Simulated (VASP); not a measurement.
# MgS (Fm-3m) in VASP: single point with PBEsol

Aim: the single point of MgS with PBEsol.

Program: VASP 6.6.1. These are calculated values, not measurements. Logs are shortened: lines on timing, memory, paths and dates and some standing lists are left out, and cuts for length are marked.

### 1 The cell of the first run

It takes space group Fm-3m (No. 225, cubic). The conventional cell has a = 5.192 Å, b = 5.192 Å, c = 5.192 Å, α = 90.00°, β = 90.00°, γ = 90.00°. Mg (site symmetry m-3m) has 6 S at 2.60 Å within 3.4 Å. Within 3.4 Å of S (site symmetry m-3m) lie 6 Mg at 2.60 Å.

### 2 Single point, PBEsol

INCAR reads:

```
PREC = Accurate ; ENCUT = 600
EDIFF = 1E-6 ; ISMEAR = -1
SIGMA = 0.1 ; LREAL = False
LASPH = True ; NELM = 120
ALGO = Normal ; ISIF = 2
LWAVE = False ; LCHARG = False
GGA = PS ; NBANDS = 11
GGA_COMPAT = False
```

KPOINTS reads:

```
regular mesh
0
Gamma
  9 9 9
```

POSCAR reads:

```
MgS
1.0
    0.0000000000      2.5958630000      2.5958630000
    2.5958630000      0.0000000000      2.5958630000
    2.5958630000      2.5958630000      0.0000000000
Mg S
1 1
Direct
    0.0000000000      0.0000000000      0.0000000000
    0.5000000000      0.5000000000      0.5000000000
```

Potentials or basis: VASP PAW PBE potentials, release 64 (Mg, S).

Launch:

```console
$ cat potpaw_PBE.64/Mg/POTCAR potpaw_PBE.64/S/POTCAR > POTCAR
$ mpirun -np 1 vasp_std > vasp.out
```

OUTCAR:

```text
PREC = Accurate
   ENCUT = 600
   EDIFF = 1E-6
   ISMEAR = -1
   LREAL = False
   LASPH = True
   NELM = 120
   ISIF = 2
   GGA = PS

 ion  position               nearest neighbor table
   1  0.000  0.000  0.000-   2 2.60   2 2.60   2 2.60   2 2.60   2 2.60   2 2.60
   2  0.500  0.500  0.500-   1 2.60   1 2.60   1 2.60   1 2.60   1 2.60   1 2.60

  LATTYP: Found a face centered cubic cell.
 ALAT       =     5.1917260000

  Lattice vectors:

 A1 = (   0.0000000000,   2.5958630000,   2.5958630000)
 A2 = (   2.5958630000,   0.0000000000,   2.5958630000)
 A3 = (   2.5958630000,   2.5958630000,   0.0000000000)

Analysis of symmetry for initial positions (statically):
=====================================================================
 Subroutine PRICEL returns:
 Original cell was already a primitive cell.

 Routine SETGRP: Setting up the symmetry group for a
 face centered cubic supercell.

 Subroutine GETGRP returns: Found 48 space group operations
 (whereof 48 operations were pure point group operations)
 out of a pool of 48 trial point group operations.

The static configuration has the point symmetry O_h .

Analysis of symmetry for dynamics (positions and initial velocities):
=====================================================================
 Subroutine PRICEL returns:
 Original cell was already a primitive cell.

 Routine SETGRP: Setting up the symmetry group for a
 face centered cubic supercell.

 Subroutine GETGRP returns: Found 48 space group operations
 (whereof 48 operations were pure point group operations)
 out of a pool of 48 trial point group operations.

The dynamic configuration has the point symmetry O_h .

 Subroutine INISYM returns: Found 48 space group operations
 (whereof 48 operations are pure point group operations),
 and found     1 'primitive' translations

----------------------------------------------------------------------------------------

                                     Primitive cell

  volume of cell :      34.9845

  direct lattice vectors                    reciprocal lattice vectors
     0.000000000  2.595863000  2.595863000    -0.192614171  0.192614171  0.192614171
     2.595863000  0.000000000  2.595863000     0.192614171 -0.192614171  0.192614171
     2.595863000  2.595863000  0.000000000     0.192614171  0.192614171 -0.192614171

  length of vectors
     3.671104661  3.671104661  3.671104661     0.333617531  0.333617531  0.333617531

  position of ions in fractional coordinates (direct lattice)
     0.000000000  0.000000000  0.000000000
     0.500000000  0.500000000  0.500000000

  ion indices of the primitive-cell ions
   primitive index   ion index
                 1           1
                 2           2

----------------------------------------------------------------------------------------

 KPOINTS: regular mesh

Automatic generation of k-mesh.
 Grid dimensions read from file:
 generate k-points for:    9    9    9

 Generating k-lattice:

  Cartesian coordinates                     Fractional coordinates (reciprocal lattice)
    -0.021401575  0.021401575  0.021401575     0.111111111  0.000000000  0.000000000
     0.021401575 -0.021401575  0.021401575     0.000000000  0.111111111  0.000000000
     0.021401575  0.021401575 -0.021401575     0.000000000  0.000000000  0.111111111

  Length of vectors
     0.037068615  0.037068615  0.037068615

  Shift w.r.t. Gamma in fractional coordinates (k-lattice)
     0.000000000  0.000000000  0.000000000

 Subroutine IBZKPT returns following result:
 ===========================================

 Found     35 irreducible k-points:

 Following reciprocal coordinates:
            Coordinates               Weight
  0.000000  0.000000  0.000000      1.000000
  0.111111  0.000000  0.000000      8.000000
  0.222222  0.000000  0.000000      8.000000
  0.333333  0.000000  0.000000      8.000000
  0.444444  0.000000  0.000000      8.000000
  0.111111  0.111111  0.000000      6.000000
[... 16 lines left out ...]
 -0.333333  0.333333  0.000000     12.000000
  0.444444  0.444444  0.000000      6.000000
 [... further k-points ...]
   k-points           NKPTS =     35   k-points in BZ     NKDIM =     35   number of bands    NBANDS=     11
   number of dos      NEDOS =    301   number of ions     NIONS =      2
   total plane-waves  NPLWV =  27000
   dimension x,y,z NGX =    30 NGY =   30 NGZ =   30
   dimension x,y,z NGXF=    60 NGYF=   60 NGZF=   60
   ions per type =               1   1
   NGX,Y,Z   is equivalent  to a cutoff of  13.59, 13.59, 13.59 a.u.
   NGXF,Y,Z  is equivalent  to a cutoff of  27.17, 27.17, 27.17 a.u.
 SYSTEM =  unknown system
   PREC   = accura    normal or accurate (medium, high low for compatibility)
   ISTART =      0    job   : 0-new  1-cont  2-samecut
   ICHARG =      2    charge: 1-file 2-atom 10-const
   ISPIN  =      1    spin polarized calculation?
   LNONCOLLINEAR =      F non collinear calculations
   LSORBIT =      F    spin-orbit coupling
   LASPH  =      T    aspherical Exc in radial PAW
   ENCUT  =  600.0 eV  44.10 Ry    6.64 a.u.   7.33  7.33  7.33*2*pi/ulx,y,z
   NELM   =    120;   NELMIN=  2; NELMDL= -5     # of ELM steps
   EDIFF  = 0.1E-05   stopping-criterion for ELM
   LREAL  =      F    real-space projection
   EDIFFG = 0.1E-04   stopping-criterion for IOM
   NSW    =      0    number of steps for IOM
   IBRION =     -1    ionic relax: 0-MD 1-quasi-New 2-CG
   NFREE  =      0    steps in history (QN), initial steepest desc. (CG)
   ISIF   =      2    stress and relaxation
   ISYM   =      2    0-nonsym 1-usesym 2-fastsym
   POTIM  = 0.5000    time-step for ionic-motion
   TEBEG  =    0.0;   TEEND  =   0.0 temperature during run
   PSTRESS=    0.0 pullay stress
   NELECT =       8.0000    total number of electrons
   NUPDOWN=      -1.0000    fix difference up-down
   EMIN   =  10.00;   EMAX   =-10.00  energy-range for DOS
   EFERMI =   0.00;   METHOD = LEGACY
   ISMEAR =    -1;   SIGMA  =   0.10  broadening in eV -4-tet -1-fermi 0-gaus
   EFERMI_NEDOS =   21; number of points for ismear=-14 and -15
   IALGO  =     38    algorithm
   IMIX   =      4    mixing-type and parameters
     AMIX     =   0.40;   BMIX     =  1.00
     AMIX_MAG =   1.60;   BMIX_MAG =  1.00
  volume/ion in A,a.u.               =      17.49       118.04
  Fermi-wavevector in a.u.,A,eV,Ry     =   1.001105  1.891815 13.635918  1.002212
  Thomas-Fermi vector in A             =   2.133505
   LORBIT       =      0    0 simple, 1 ext, 2 COOP (PROOUT), +10 PAW based schemes
   GGA     = PS    functional components
   LHFCALC =     F    Hartree Fock is set to
   AEXX    =    0.0000 exact exchange contribution
   IVDW    =     0    specifies the selected vdW correction
   LEPSILON=     F    determine dielectric tensor
   LRPA    =     F    only Hartree local field effects (RPA)
 non-spin polarized calculation
  energy-cutoff  :      600.00
  volume of cell :       34.98
 maximum number of plane-waves:      1211
 NGX is ok and might be reduce to    30
   NGX = 15   NGY = 15   NGZ = 15

 number of electron       7.9999999 magnetization

 Free energy of the ion-electron system (eV)
  ---------------------------------------------------
  ext. energy  EPLUGINS =         0.00000000
  ---------------------------------------------------
  free energy    TOTEN  =        -9.07521495 eV

  energy without entropy =       -9.07521488  energy(sigma->0) =       -9.07521491

 E-fermi :   5.2096     XC(G=0):  -9.8643

 val. band max:        3.7350451359   @ k =   0.0000   0.0000   0.0000
 cond. band min:       6.5831431265   @ k =   0.4444   0.4444   0.0000
 fundamental gap:      2.8480979906
 Fermi energy:         5.2096227135

 k-point     1 :       0.0000    0.0000    0.0000
  band No.  band energies     occupation
      1      -8.9865      2.00000
      2       3.7350      2.00000
      3       3.7350      2.00000
      4       3.7350      2.00000
      5       7.3805      0.00000
      6      11.5846      0.00000
      7      11.5846      0.00000
      8      11.5846      0.00000
      9      14.0534      0.00000
     10      14.0534      0.00000
     11      16.0471      0.00000

 k-point     2 :       0.1111    0.0000    0.0000
  band No.  band energies     occupation
      1      -8.8640      2.00000
      2       2.8476      2.00000
      3       3.6511      2.00000
      4       3.6511      2.00000
      5       8.0696      0.00000
      6      11.2884      0.00000
      7      11.8052      0.00000
      8      11.8052      0.00000
      9      13.4785      0.00000
     10      13.4785      0.00000
     11      16.4174      0.00000

 k-point     3 :       0.2222    0.0000    0.0000
  band No.  band energies     occupation
      1      -8.5234      2.00000
      2       1.2613      2.00000
      3       3.4564      2.00000
      4       3.4564      2.00000
      5       8.6106      0.00000
      6      11.6458      0.00000
      7      11.6458      0.00000
      8      11.6735      0.00000
      9      13.6594      0.00000
     10      13.6594      0.00000
     11      15.7168      0.00000

 k-point     4 :       0.3333    0.0000    0.0000
  band No.  band energies     occupation
      1      -8.0635      2.00000
      2      -0.1836      2.00000
      3       3.2601      2.00000
      4       3.2601      2.00000
      5       8.3914      0.00000
      6      11.0020      0.00000
      7      11.0020      0.00000
      8      13.0744      0.00000
      9      15.1802      0.00000
     10      15.1954      0.00000
     11      15.1954      0.00000
[... 239 lines left out ...]
 k-point    22 :      -0.4444    0.3333    0.0000
  band No.  band energies     occupation
      1      -7.3007      2.00000
      2      -0.2339      2.00000
      3       0.8828      2.00000
      4       2.3070      2.00000
      5       7.5115      0.00000
      6       9.9661      0.00000
      7      13.5248      0.00000
      8      13.5816      0.00000
      9      16.0963      0.00000
     10      17.8752      0.00000
     11      20.2618      0.00000

 k-point    23 :      -0.3333    0.3333    0.0000
  band No.  band energies     occupation
      1      -7.3311      2.00000
      2       0.0264      2.00000
      3       0.3274      2.00000
      4       2.5671      2.00000
      5       8.0800      0.00000
      6      11.4013      0.00000
      7      12.6078      0.00000
      8      12.9059      0.00000
      9      15.3840      0.00000
     10      16.1297      0.00000
     11      20.3846      0.00000

 k-point    24 :       0.4444    0.4444    0.0000
  band No.  band energies     occupation
      1      -7.3283      2.00000
      2      -0.4623      2.00000
      3       2.0508      2.00000
      4       2.0508      2.00000
      5       6.5831      0.00000
      6       8.0207      0.00000
      7      15.3175      0.00000
      8      16.4544      0.00000
      9      16.6981      0.00000
     10      16.6981      0.00000
     11      20.0321      0.00000

 [... further k-points ...]

------------------------ aborting loop because EDIFF is reached ----------------------------------------

  FORCE on cell =-STRESS in cart. coord.  units (eV):
  Direction    XX          YY          ZZ          XY          YZ          ZX
  --------------------------------------------------------------------------------------
  -------------------------------------------------------------------------------------
  Total       -0.1369712     -0.1369712     -0.1369712      0.0000000      0.0000000     -0.0000000
  in kB       -6.2728463     -6.2728463     -6.2728463      0.0000000      0.0000000     -0.0000000
  external PRESSURE =      -6.2728463 kB  Pullay stress =       0.0000000 kB

 VOLUME and BASIS-vectors are now :
 -----------------------------------------------------------------------------
  energy-cutoff  :      600.00
  volume of cell :       34.98
      direct lattice vectors                 reciprocal lattice vectors
     0.000000000  2.595863000  2.595863000    -0.192614171  0.192614171  0.192614171
     2.595863000  0.000000000  2.595863000     0.192614171 -0.192614171  0.192614171
     2.595863000  2.595863000  0.000000000     0.192614171  0.192614171 -0.192614171

 POSITION                                       TOTAL-FORCE (eV/Angst)
 -----------------------------------------------------------------------------------
      0.00000      0.00000      0.00000         0.000000     -0.000000      0.000000
      2.59586      2.59586      2.59586        -0.000000      0.000000     -0.000000
 -----------------------------------------------------------------------------------
    total drift:                               -0.000000     -0.000000      0.000000

  FREE ENERGIE OF THE ION-ELECTRON SYSTEM (eV)
  ---------------------------------------------------
  free  energy   TOTEN  =        -9.0752149468 eV

  energy  without entropy=       -9.0752148782  energy(sigma->0) =       -9.07521491
```

Wall time 9.3 s (1 thread of Intel Xeon 6975P-C (Granite Rapids), shared host); peak memory 0.17 GiB.

What came out:

| Quantity | Value |
| --- | --- |
| Free energy | -9.0752 eV |
| Pressure | -0.6 GPa |
| Band gap on the k mesh | 2.85 eV, indirect (least direct gap 3.65 eV) |

Levels at points of the mesh, in eV from the valence-band top:
```tsv
k point	band 1	band 2	band 3	band 4	band 5	band 6	band 7	band 8	band 9
(0.00, 0.00, 0.00)	-12.72	0.00	0.00	0.00	3.65	7.85	7.85	7.85	10.32
```

Caveat: the PAW data sets were made with another functional, which shifts forces and pressure a little. PBEsol gaps usually lie below the measured ones, often by a third to a half.
